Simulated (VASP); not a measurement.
Set up this calculation in VASP 6.6.1, as the native input.

```
Task                   : single point
Functional             : PBE
Potentials or basis    : VASP PAW PBE potentials, release 64 (Si, F)
Cutoff                 : 520 eV
k mesh                 : 6 × 6 × 4
Occupations            : gaussian, width 0.1 eV
Spin                   : no spin polarisation
Dipole correction      : no
Further INCAR settings : ALGO = Normal; EDIFF = 1e-07; NBANDS = 22
```

The structure of Si5F lies in POSCAR:

```
Si5F
1.0
    3.4279270900      0.0000000000      0.0000000000
   -1.7139635500      2.9686719500      0.0000000000
    0.0000000000      0.0000000000      6.4851272600
Si F
5 1
Direct
    0.3333333300      0.6666666700      0.0000000000
    0.6666666700      0.3333333300      0.0000000000
    0.0000000000      0.0000000000      0.6668583600
    0.0000000000      0.0000000000      0.3331416400
    0.0000000000      0.0000000000      0.5000000000
    0.0000000000      0.0000000000      0.0000000000
```

These files were run (other wordings do the same):

INCAR

```
ALGO     = Normal         # electronic algorithm
EDIFF    = 1E-7           # SCF threshold, eV
ENCUT    = 520            # plane-wave cutoff, eV
GGA      = PE             # functional
ISIF     = 2              # what is computed and relaxed
ISMEAR   = 0              # smearing method
LASPH    = T              # aspherical terms in the spheres
LCHARG   = F              # write CHGCAR
LREAL    = F              # projectors in reciprocal space
LWAVE    = F              # write WAVECAR
NBANDS   = 22             # bands
NELM     = 80             # most SCF steps
PREC     = Accurate       # precision mode
SIGMA    = 0.1            # smearing width, eV
```

KPOINTS

```
k-points
0
Gamma
  6 6 4
```

Potentials or basis: VASP PAW PBE potentials, release 64 (Si, F).

Run with:

```bash
$ cat potpaw_PBE.64/Si/POTCAR potpaw_PBE.64/F/POTCAR > POTCAR
$ mpirun -np 1 vasp_std > vasp.out
```

Results of the run:

The pressure is 338.4 GPa. The largest force is 145.478 eV/Å.

Caveat: an odd number of electrons without spin polarisation forces a metal; a magnetic or distorted state may lie lower.

Run time: 32 s on 1 thread of Intel(R) Xeon(R) Platinum 8488C (Sapphire Rapids), with other jobs on the host, peak memory 0.18 GiB.
